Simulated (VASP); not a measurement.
# BAs (I-4m2) in VASP: further runs, part 2 of 2

VASP 6.6.1. Earlier steps stand in the parts before.

### Step 5. Single point, PBEsol

This run uses another cell than the first one, of the same volume but with other edges.

The input, INCAR:

```
ALGO = Normal
EDIFF = 1E-7
ENCUT = 520
GGA = PS
ISIF = 2
ISMEAR = 0
LASPH = True
LCHARG = False
LREAL = False
LWAVE = False
NBANDS = 11
NELM = 80
PREC = Accurate
SIGMA = 0.05
```

The input, KPOINTS:

```
k-points
0
Gamma
  12 12 12
```

The input, POSCAR:

```
BAs
1.0
    0.0000000000      2.5947391905      2.0238965686
    2.5947391905      0.0000000000      2.0238965686
    2.5947391905      2.5947391905      0.0000000000
B As
1 1
Direct
    0.0000000000      0.0000000000      0.0000000000
    0.7500000000      0.7500000000      0.7500000000
```

Potentials or basis: VASP PAW PBE potentials, release 64 (B, As).

Launch:

```sh
$ cat potpaw_PBE.64/B/POTCAR potpaw_PBE.64/As/POTCAR > POTCAR
$ mpirun -np 1 vasp_std > vasp.out
```

OUTCAR:

```text
EDIFF = 1E-7
   ENCUT = 520
   GGA = PS
   ISIF = 2
   ISMEAR = 0
   LASPH = True
   LREAL = False
   NELM = 80
   PREC = Accurate

 ion  position               nearest neighbor table
   1  0.000  0.000  0.000-   2 2.10   2 2.10   2 2.10   2 2.10
   2  0.750  0.750  0.750-   1 2.10   1 2.10   1 2.10   1 2.10

  LATTYP: Found a body centered tetragonal cell.
 ALAT       =     3.6695153540
 C/A-ratio  =     1.1030865787

  Lattice vectors:

 A1 = (   0.0000000000,  -2.5947391905,  -2.0238965686)
[... 521 lines left out ...]

------------------------ aborting loop because EDIFF is reached ----------------------------------------

  FORCE on cell =-STRESS in cart. coord.  units (eV):
  Direction    XX          YY          ZZ          XY          YZ          ZX
  --------------------------------------------------------------------------------------
  -------------------------------------------------------------------------------------
  Total       -1.8504193     -1.8504193      2.7654954      0.0000000      0.0000000      0.0000000
  in kB     -108.7865004   -108.7865004    162.5839936      0.0000000      0.0000000      0.0000000
  external PRESSURE =     -18.3296690 kB  Pullay stress =       0.0000000 kB

 VOLUME and BASIS-vectors are now :
 -----------------------------------------------------------------------------
  energy-cutoff  :      520.00
  volume of cell :       27.25
      direct lattice vectors                 reciprocal lattice vectors
     0.000000000  2.594739190  2.023896569    -0.192697594  0.192697594  0.247048198
     2.594739190  0.000000000  2.023896569     0.192697594 -0.192697594  0.247048198
     2.594739190  2.594739190  0.000000000     0.192697594  0.192697594 -0.247048198

 POSITION                                       TOTAL-FORCE (eV/Angst)
 -----------------------------------------------------------------------------------
      0.00000      0.00000      0.00000        -0.000000     -0.000000     -0.000000
      3.89211      3.89211      3.03584         0.000000      0.000000      0.000000
 -----------------------------------------------------------------------------------
    total drift:                                0.000000      0.000000      0.000000

  FREE ENERGIE OF THE ION-ELECTRON SYSTEM (eV)
  ---------------------------------------------------
  free  energy   TOTEN  =       -11.7041089349 eV

  energy  without entropy=      -11.7035551058  energy(sigma->0) =      -11.70383202
```

OSZICAR:

```text
N       E                     dE             d eps       ncg     rms          rms(c)
DAV:   1     0.114349002514E+02    0.11435E+02   -0.37625E+03  3594   0.642E+02
DAV:   2    -0.114800764721E+02   -0.22915E+02   -0.21917E+02  4845   0.104E+02
DAV:   3    -0.122059525499E+02   -0.72588E+00   -0.72154E+00  4445   0.169E+01
DAV:   4    -0.122079265733E+02   -0.19740E-02   -0.19739E-02  3955   0.994E-01
DAV:   5    -0.122079291857E+02   -0.26124E-05   -0.26127E-05  4259   0.389E-02    0.458E+00
DAV:   6    -0.117640464224E+02    0.44388E+00   -0.12302E+00  3775   0.427E+00    0.226E+00
DAV:   7    -0.117123974115E+02    0.51649E-01   -0.13177E-01  4298   0.181E+00    0.917E-01
DAV:   8    -0.117040487240E+02    0.83487E-02   -0.14053E-02  3874   0.637E-01    0.951E-02
DAV:   9    -0.117040956290E+02   -0.46905E-04   -0.52492E-04  4173   0.139E-01    0.472E-02
DAV:  10    -0.117041087437E+02   -0.13115E-04   -0.64300E-05  3811   0.473E-02    0.104E-02
DAV:  11    -0.117041090251E+02   -0.28136E-06   -0.86625E-07  4272   0.682E-03    0.755E-03
DAV:  12    -0.117041089105E+02    0.11451E-06   -0.58271E-07  3916   0.389E-03    0.179E-03
DAV:  13    -0.117041089349E+02   -0.24329E-07   -0.16150E-08  1877   0.885E-04
   1 F= -.11704109E+02 E0= -.11703832E+02  d E =-.553829E-03
```

stdout:

```text
POSCAR found type information on POSCAR B As
 POSCAR found :  2 types and       2 ions
 scaLAPACK will be used
 -----------------------------------------------------------------------------
|                                                                             |
|                                                                             |
|     You enforced a specific xc type in the INCAR file but a different       |
|     I HOPE YOU KNOW WHAT YOU ARE DOING!                                     |
|                                                                             |
 -----------------------------------------------------------------------------

 LDA part: xc-table for (Slater+PW92), standard interpolation
 POSCAR, INCAR and KPOINTS ok, starting setup
 FFT: planning ... GRIDC
 FFT: planning ... GRID_SOFT
 FFT: planning ... GRID
 WAVECAR not read
 entering main loop
```

It took 36 s on 1 thread of Intel Xeon 8259CL, shared host; peak memory 0.18 GiB.

Results:

* Free energy: -11.7041 eV
* Pressure: -1.8 GPa
* Band gap on the k mesh: zero (bands 4 and 5 overlap by 2.14 eV)

Stress tensor (GPa, compression positive):
```
-10.88   0.00   0.00
  0.00 -10.88   0.00
  0.00   0.00  16.26
```

Caveat: the PAW data sets were made with another functional, which shifts forces and pressure a little.

### Step 6. Overview

| cell | gap on the mesh (eV) | pressure (GPa) |
| --- | --- | --- |
| a = 3.284, b = 3.284, c = 3.792 Å, angles 54.7, 54.7, 70.5°, 2 atoms | none | -3.8 |
| a = 3.685, b = 3.685, c = 3.009 Å, angles 65.9, 65.9, 48.2°, 2 atoms | none | 1.0 |
| a = 3.511, b = 3.511, c = 3.179 Å, angles 63.1, 63.1, 53.8°, 2 atoms | none | 0.1 |
| a = 3.291, b = 3.291, c = 3.670 Å, angles 56.1, 56.1, 67.8°, 2 atoms | none | -1.8 |

Alike in all rows: task single point; level PBEsol; potentials or basis VASP PAW PBE potentials, release 64 (B, As); no spin polarisation; k mesh 12 × 12 × 12; cutoff (eV) 520; smearing gaussian 0.05 eV.

Caveats: the PAW data sets were made with another functional, which shifts forces and pressure a little; the cell stands under tension (at least some runs); semilocal functionals underestimate gaps, so a narrow gap can read as zero (at least some runs).

Total energies depend on the potentials used, so only differences within one code and one set of settings carry meaning.
